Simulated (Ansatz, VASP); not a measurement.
**One calculation of Ge, two programs**

```xyz
8
Lattice="3.9877 0.0000 0.0000 -1.9938 3.4534 0.0000 0.0000 0.0000 13.8647" Properties=species:S:1:pos:R:3 pbc="T T T"
Ge    0.0000    0.0000    5.6008
Ge    0.0000    0.0000    8.2639
Ge    0.0000    0.0000   12.5331
Ge    0.0000    0.0000    1.3315
Ge    0.0000    2.3023    4.7723
Ge    1.9938    1.1511    9.0924
Ge    1.9938    1.1511   11.7046
Ge    0.0000    2.3023    2.1601
```

Alike in both runs: task single point; functional PBE; k mesh 15 × 15 × 4; occupations gaussian, width 0.15 eV; no spin polarisation.

```csv
,VASP,Ansatz
version,VASP 6.6.1,Ansatz 0.2.0
potentials or method,"VASP PAW PBE potentials, release 64 (Ge_d), cutoff 520 eV","scalar-relativistic, plane waves, PAW"
valence electrons in the cell,112,112
```

|  | VASP | Ansatz | Ansatz less VASP |
| --- | --- | --- | --- |
| gap on the k mesh at the Fermi level (eV) | none | none | - |
| pressure (GPa) | 0.6 | 0.7 | +0.07 |
| traceless stress, the component that is largest in VASP (GPa) | -5.99 | -6.01 | -0.013 |
| rms of the force components (eV/Å) | 0.413 | 0.414 | +0.0015 |

Atom by atom the forces differ by 0.002 eV/Å (rms over components). A gap of «none» marks a metal or a gap that the smearing closes. The functional is the same, so the differences come from potentials, cutoffs and numerics.
